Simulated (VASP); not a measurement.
# Ru (Im-3m) in VASP: a series of runs

Ru is run at these levels: RPBE; tasks: single point.

Everything below comes from runs of VASP 6.6.1. Logs are shortened: lines on timing, memory, paths and dates and some standing lists are left out, and cuts for length are marked.

## (1) The cell of the first run

Symmetry: Im-3m, No. 229, cubic system. Conventional cell: a = 3.071 Å, b = 3.071 Å, c = 3.071 Å, α = 90.00°, β = 90.00°, γ = 90.00°. Within 3.5 Å of Ru (site symmetry m-3m) lie 14 Ru at 2.66 to 3.07 Å.

## (2) Single point, RPBE

Input file INCAR:

```
SYSTEM = Ru
PREC = Accurate ; ENCUT = 520
EDIFF = 1E-7 ; ISMEAR = -1
SIGMA = 0.1 ; LREAL = .False.
LASPH = .True. ; NELM = 80
ALGO = Normal ; ISIF = 2
LWAVE = .False. ; LCHARG = .True.
GGA = RP ; LELF = .True.
LVHAR = .True. ; NBANDS = 13
```

Input file KPOINTS:

```
Automatic mesh
0
Gamma
  15 15 15
  0 0 0
```

Input file POSCAR:

```
Ru
1.0
   -1.5353265948      1.5353265948      1.5353265948
    1.5353265948     -1.5353265948      1.5353265948
    1.5353265948      1.5353265948     -1.5353265948
Ru
1
Direct
    0.0000000000      0.0000000000      0.0000000000
```

Potentials or basis: VASP PAW PBE potentials, release 64 (Ru_pv).

The run is started by

```bash
$ cat potpaw_PBE.64/Ru_pv/POTCAR > POTCAR
$ mpirun -np 1 vasp_std > vasp.out
```

OUTCAR:

```text
SYSTEM = Ru
   PREC = Accurate
   ENCUT = 520
   EDIFF = 1E-7
   ISMEAR = -1
   LREAL = .False.
   LASPH = .True.
   NELM = 80
   ISIF = 2
   GGA = RP

 ion  position               nearest neighbor table
   1  0.000  0.000  0.000-

  LATTYP: Found a body centered cubic cell.
 ALAT       =     3.0706531896

  Lattice vectors:

 A1 = (  -1.5353265948,   1.5353265948,   1.5353265948)
 A2 = (   1.5353265948,  -1.5353265948,   1.5353265948)
 A3 = (   1.5353265948,   1.5353265948,  -1.5353265948)

Analysis of symmetry for initial positions (statically):
=====================================================================
 Subroutine PRICEL returns:
 Original cell was already a primitive cell.

 Routine SETGRP: Setting up the symmetry group for a
 body centered cubic supercell.

 Subroutine GETGRP returns: Found 48 space group operations
 (whereof 48 operations were pure point group operations)
 out of a pool of 48 trial point group operations.

The static configuration has the point symmetry O_h .

Analysis of symmetry for dynamics (positions and initial velocities):
=====================================================================
 Subroutine PRICEL returns:
 Original cell was already a primitive cell.

 Routine SETGRP: Setting up the symmetry group for a
 body centered cubic supercell.

 Subroutine GETGRP returns: Found 48 space group operations
 (whereof 48 operations were pure point group operations)
 out of a pool of 48 trial point group operations.

The dynamic configuration has the point symmetry O_h .

 Subroutine INISYM returns: Found 48 space group operations
 (whereof 48 operations are pure point group operations),
 and found     1 'primitive' translations

----------------------------------------------------------------------------------------

                                     Primitive cell

  volume of cell :      14.4765

  direct lattice vectors                    reciprocal lattice vectors
    -1.535326595  1.535326595  1.535326595     0.000000000  0.325663609  0.325663609
     1.535326595 -1.535326595  1.535326595     0.325663609  0.000000000  0.325663609
     1.535326595  1.535326595 -1.535326595     0.325663609  0.325663609  0.000000000

  length of vectors
     2.659263668  2.659263668  2.659263668     0.460557893  0.460557893  0.460557893

  position of ions in fractional coordinates (direct lattice)
     0.000000000  0.000000000  0.000000000
[... 81 lines left out ...]
   NFREE  =      0    steps in history (QN), initial steepest desc. (CG)
   ISIF   =      2    stress and relaxation
   ISYM   =      2    0-nonsym 1-usesym 2-fastsym
   POTIM  = 0.5000    time-step for ionic-motion
   TEBEG  =    0.0;   TEEND  =   0.0 temperature during run
   PSTRESS=    0.0 pullay stress
   NELECT =      14.0000    total number of electrons
   NUPDOWN=      -1.0000    fix difference up-down
   EMIN   =  10.00;   EMAX   =-10.00  energy-range for DOS
   EFERMI =   0.00;   METHOD = LEGACY
   ISMEAR =    -1;   SIGMA  =   0.10  broadening in eV -4-tet -1-fermi 0-gaus
   EFERMI_NEDOS =   21; number of points for ismear=-14 and -15
   IALGO  =     38    algorithm
   IMIX   =      4    mixing-type and parameters
     AMIX     =   0.40;   BMIX     =  1.00
     AMIX_MAG =   1.60;   BMIX_MAG =  1.00
  volume/ion in A,a.u.               =      14.48        97.69
  Fermi-wavevector in a.u.,A,eV,Ry     =   1.618937  3.059348 35.660305  2.620959
  Thomas-Fermi vector in A             =   2.713120
   LORBIT       =      0    0 simple, 1 ext, 2 COOP (PROOUT), +10 PAW based schemes
   GGA     = RP    functional components
   LHFCALC =     F    Hartree Fock is set to
   AEXX    =    0.0000 exact exchange contribution
   IVDW    =     0    specifies the selected vdW correction
   LEPSILON=     F    determine dielectric tensor
   LRPA    =     F    only Hartree local field effects (RPA)
 non-spin polarized calculation
  energy-cutoff  :      520.00
  volume of cell :       14.48
 maximum number of plane-waves:       402
   NGX =  9   NGY =  9   NGZ =  9

 number of electron      14.0000008 magnetization

 Free energy of the ion-electron system (eV)
  ---------------------------------------------------
  ext. energy  EPLUGINS =         0.00000000
  ---------------------------------------------------
  free energy    TOTEN  =        -8.01318836 eV

  energy without entropy =       -7.94617958  energy(sigma->0) =       -7.97968397

 E-fermi :  11.9331     XC(G=0): -13.6347

 val. band max:       11.9258580010   @ k =   0.2000   0.0000   0.0000
 cond. band min:      11.9359580318   @ k =   0.2000   0.1333   0.1333
 fundamental gap:      0.0101000308
 Fermi energy:        11.9330894906

 k-point     1 :       0.0000    0.0000    0.0000
  band No.  band energies     occupation
      1     -30.6190      2.00000
      2     -30.6190      2.00000
      3     -30.6190      2.00000
      4       4.2080      2.00000
      5       9.2755      2.00000
      6       9.2755      2.00000
      7       9.2755      2.00000
      8      11.8532      1.37932
      9      11.8532      1.37931
     10      22.6264      0.00000
     11      29.0473      0.00000
     12      29.0473      0.00000
     13      29.0473      0.00000
[... 354 lines left out ...]
  band No.  band energies     occupation
      1     -31.3857      2.00000
      2     -31.0268      2.00000
      3     -30.7066      2.00000
      4       6.9237      2.00000
      5       7.9358      2.00000
      6       9.9417      2.00000
      7      11.7662      1.68295
      8      12.6905      0.00103
      9      17.7542      0.00000
     10      21.3571      0.00000
     11      22.6267      0.00000
     12      24.6393      0.00000
     13      28.8717      0.00000

 [... further k-points ...]

------------------------ aborting loop because EDIFF is reached ----------------------------------------

  FORCE on cell =-STRESS in cart. coord.  units (eV):
  Direction    XX          YY          ZZ          XY          YZ          ZX
  --------------------------------------------------------------------------------------
  -------------------------------------------------------------------------------------
  Total       -0.0068242     -0.0068242     -0.0068242      0.0000000      0.0000000     -0.0000000
  in kB       -0.7552647     -0.7552647     -0.7552647      0.0000000      0.0000000     -0.0000000
  external PRESSURE =      -0.7552647 kB  Pullay stress =       0.0000000 kB

 VOLUME and BASIS-vectors are now :
 -----------------------------------------------------------------------------
  energy-cutoff  :      520.00
  volume of cell :       14.48
      direct lattice vectors                 reciprocal lattice vectors
    -1.535326595  1.535326595  1.535326595     0.000000000  0.325663609  0.325663609
     1.535326595 -1.535326595  1.535326595     0.325663609  0.000000000  0.325663609
     1.535326595  1.535326595 -1.535326595     0.325663609  0.325663609  0.000000000

 POSITION                                       TOTAL-FORCE (eV/Angst)
 -----------------------------------------------------------------------------------
      0.00000      0.00000      0.00000        -0.000000      0.000000      0.000000
 -----------------------------------------------------------------------------------
    total drift:                                0.000000     -0.000000      0.000000

  FREE ENERGIE OF THE ION-ELECTRON SYSTEM (eV)
  ---------------------------------------------------
  free  energy   TOTEN  =        -8.0131883635 eV

  energy  without entropy=       -7.9461795758  energy(sigma->0) =       -7.97968397
```

OSZICAR:

```text
N       E                     dE             d eps       ncg     rms          rms(c)
DAV:   1     0.105792628732E+03    0.10579E+03   -0.84606E+03  3133   0.113E+03
DAV:   2    -0.733958483147E+01   -0.11313E+03   -0.10907E+03  3370   0.322E+02
DAV:   3    -0.856677606318E+01   -0.12272E+01   -0.12195E+01  3525   0.368E+01
DAV:   4    -0.857042750904E+01   -0.36514E-02   -0.36514E-02  3380   0.217E+00
DAV:   5    -0.857045300443E+01   -0.25495E-04   -0.25494E-04  3550   0.165E-01    0.110E+01
DAV:   6    -0.804628547602E+01    0.52417E+00   -0.95121E-01  3225   0.123E+01    0.340E+00
DAV:   7    -0.801573042828E+01    0.30555E-01   -0.62978E-02  3440   0.294E+00    0.114E+00
DAV:   8    -0.801335568572E+01    0.23747E-02   -0.49312E-03  3210   0.918E-01    0.142E-01
DAV:   9    -0.801318962967E+01    0.16606E-03   -0.14195E-04  3385   0.162E-01    0.280E-02
DAV:  10    -0.801318809318E+01    0.15365E-05   -0.61752E-06  3390   0.316E-02    0.276E-03
DAV:  11    -0.801318845992E+01   -0.36675E-06   -0.45612E-07  3365   0.871E-03    0.597E-04
DAV:  12    -0.801318836355E+01    0.96374E-07   -0.16754E-08  1685   0.181E-03
   1 F= -.80131884E+01 E0= -.79796840E+01  d E =-.670088E-01
```

stdout:

```text
POSCAR found type information on POSCAR Ru
 POSCAR found :  1 types and       1 ions
 scaLAPACK will be used
 -----------------------------------------------------------------------------
|                                                                             |
|                                                                             |
|     You enforced a specific xc type in the INCAR file but a different       |
|     I HOPE YOU KNOW WHAT YOU ARE DOING!                                     |
|                                                                             |
 -----------------------------------------------------------------------------

 LDA part: xc-table for (Slater+PW92), standard interpolation
 POSCAR, INCAR and KPOINTS ok, starting setup
 FFT: planning ... GRIDC
 FFT: planning ... GRID_SOFT
 FFT: planning ... GRID
 WAVECAR not read
 entering main loop
```

It took 28 s on 1 thread of Intel Xeon Platinum 8175M at 2.50GHz (Skylake/Cascade Lake), shared host; peak memory 0.14 GiB.

Results:

```yaml
Free_energy: -8.0132 eV
Pressure: -0.1 GPa
Band_gap_on_the_k_mesh: zero (band 7 reaches 13.48 eV, above the bottom of band 8 at 10.48 eV)
```

Levels at points of the mesh, in eV from the Fermi level:
```csv
k point,band 5,band 6,band 7,band 8,band 9,band 10
"(0.00, 0.00, 0.00)",-2.66,-2.66,-2.66,-0.08,-0.08,10.69
```

Caveat: the PAW data sets were made with another functional, which shifts forces and pressure a little.

## (3) Single point, RPBE (volume scaled by 0.88)

Input file INCAR:

```
PREC     = Accurate       # precision mode
ENCUT    = 520            # plane-wave cutoff, eV
EDIFF    = 1E-6           # SCF threshold, eV
ISMEAR   = -1             # smearing method
SIGMA    = 0.1            # smearing width, eV
LREAL    = F              # projectors in reciprocal space
LASPH    = T              # aspherical terms in the spheres
NELM     = 60             # most SCF steps
ALGO     = Normal         # electronic algorithm
ISIF     = 2              # what is computed and relaxed
LWAVE    = F              # write WAVECAR
LCHARG   = F              # write CHGCAR
GGA      = RP             # functional
NBANDS   = 13             # bands
```

Input file KPOINTS:

```
regular mesh
0
Gamma
  16 16 16
```

Input file POSCAR:

```
Ru
1.0
   -1.4712788666      1.4712788666      1.4712788666
    1.4712788666     -1.4712788666      1.4712788666
    1.4712788666      1.4712788666     -1.4712788666
Ru
1
Direct
    0.0000000000      0.0000000000      0.0000000000
```

Potentials or basis: VASP PAW PBE potentials, release 64 (Ru_pv).

The run is started by

```bash
$ cat potpaw_PBE.64/Ru_pv/POTCAR > POTCAR
$ mpirun -np 1 vasp_std > vasp.out
```

Run time: 31 s. Hardware: 1 thread of Intel Xeon Platinum 8175M at 2.50GHz (Skylake/Cascade Lake), shared host; peak memory 0.14 GiB.

Results (log left out):

| Item | Value |
| --- | --- |
| Free energy | -7.7898 eV |
| Pressure | 45.8 GPa |
| Band gap on the k mesh | zero (band 7 reaches 16.38 eV, above the bottom of band 8 at 12.35 eV) |

Levels at points of the mesh, in eV from the Fermi level:
```csv
k point,band 3,band 4,band 5,band 6,band 7,band 8,band 9,band 10,band 11,band 12
"(0.00, 0.00, 0.00)",-42.61,-8.52,-3.21,-3.21,-3.21,-0.13,-0.13,10.50,17.19,17.19
"(0.50, 0.00, 0.00)",-42.62,-6.95,-5.21,-0.12,0.43,1.30,2.80,10.49,11.49,13.72
"(0.50, 0.50, 0.50)",-43.54,-7.18,-7.18,2.08,2.08,2.08,9.92,9.92,9.92,10.49
```

Caveat: the PAW data sets were made with another functional, which shifts forces and pressure a little.

## (4) Single point, RPBE (volume scaled by 0.92)

Input file INCAR:

```
SYSTEM = Ru
  ALGO = Normal
  EDIFF = 1E-7
  ENCUT = 520
  GGA = RP
  ISIF = 2
  ISMEAR = -1
  LASPH = .TRUE.
  LCHARG = .FALSE.
  LREAL = .FALSE.
  LWAVE = .FALSE.
  NBANDS = 13
  NELM = 100
  PREC = Accurate
  SIGMA = 0.1
```

Input file KPOINTS:

```
k-points
0
G
  16 16 16
  0 0 0
```

Input file POSCAR:

```
Ru
1.0
   -1.4932414907      1.4932414907      1.4932414907
    1.4932414907     -1.4932414907      1.4932414907
    1.4932414907      1.4932414907     -1.4932414907
Ru
1
Direct
    0.0000000000      0.0000000000      0.0000000000
```

The run is started by

```bash
$ cat potpaw_PBE.64/Ru_pv/POTCAR > POTCAR
$ mpirun -np 1 vasp_std > vasp.out
```

Run time: 33 s. Hardware: 1 thread of Intel Xeon Platinum 8175M at 2.50GHz (Skylake/Cascade Lake), shared host; peak memory 0.14 GiB.

Results (log left out):

```
Free energy            : -7.9202 eV
Pressure               : 26.8 GPa
Band gap on the k mesh : zero (band 7 reaches 15.39 eV, above the bottom of band 8 at 11.63 eV)
```

Levels at points of the mesh, in eV from the Fermi level:
```csv
k point,band 5,band 6,band 7,band 8,band 9,band 10
"(0.00, 0.00, 0.00)",-3.01,-3.01,-3.01,-0.11,-0.11,10.56
"(0.50, 0.00, 0.00)",-4.89,-0.12,0.39,1.24,2.60,10.56
"(0.50, 0.50, 0.50)",-6.72,1.94,1.94,1.94,9.64,9.64
```

Caveat: the PAW data sets were made with another functional, which shifts forces and pressure a little.

## (5) The runs side by side

| cell | k mesh | gap on the mesh (eV) | pressure (GPa) |
| --- | --- | --- | --- |
| a = 2.659 Å, angles 109.5°, 1 atom | 15 × 15 × 15 | none | -0.1 |
| a = 2.548 Å, angles 109.5°, 1 atom | 16 × 16 × 16 | none | 45.8 |
| a = 2.586 Å, angles 109.5°, 1 atom | 16 × 16 × 16 | none | 26.8 |

Alike in all rows: task single point; level RPBE; potentials or basis VASP PAW PBE potentials, release 64 (Ru_pv); no spin polarisation; cutoff (eV) 520; smearing fermi-dirac 0.1 eV.

Caveats: the PAW data sets were made with another functional, which shifts forces and pressure a little.

Absolute energies hang on the potentials; compare differences alone.
